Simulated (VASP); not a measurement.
Here is a VASP 6.6.1 calculation.

INCAR

```
SYSTEM = Mg
ALGO = Normal ; EDIFF = 1E-6
ENCUT = 520 ; GGA = PE
ISIF = 2 ; ISMEAR = 0
LASPH = .True. ; LCHARG = .False.
LREAL = .False. ; LWAVE = .False.
NBANDS = 7 ; NELM = 60
PREC = Accurate ; SIGMA = 0.1
```

Contents of KPOINTS:

```
k-points
0
Gamma
  10 10 10
  0 0 0
```

The input POSCAR:

```
Mg
1.0
    0.0000000000      2.2442560000      2.2442560000
    2.2442560000      0.0000000000      2.2442560000
    2.2442560000      2.2442560000      0.0000000000
Mg
1
Direct
    0.0000000000      0.0000000000      0.0000000000
```

Potentials or basis: VASP PAW PBE potentials, release 64 (Mg).

Command:

```bash
$ cat potpaw_PBE.64/Mg/POTCAR > POTCAR
$ mpirun -np 1 vasp_std > vasp.out
```

**Question.** Estimate the pressure.

**Answer.** 0.7 GPa.

**Question.** What does it give for the band gap on the k mesh?

**Answer.** Zero (band 1 reaches 3.55 eV, above the bottom of band 2 at 1.42 eV).
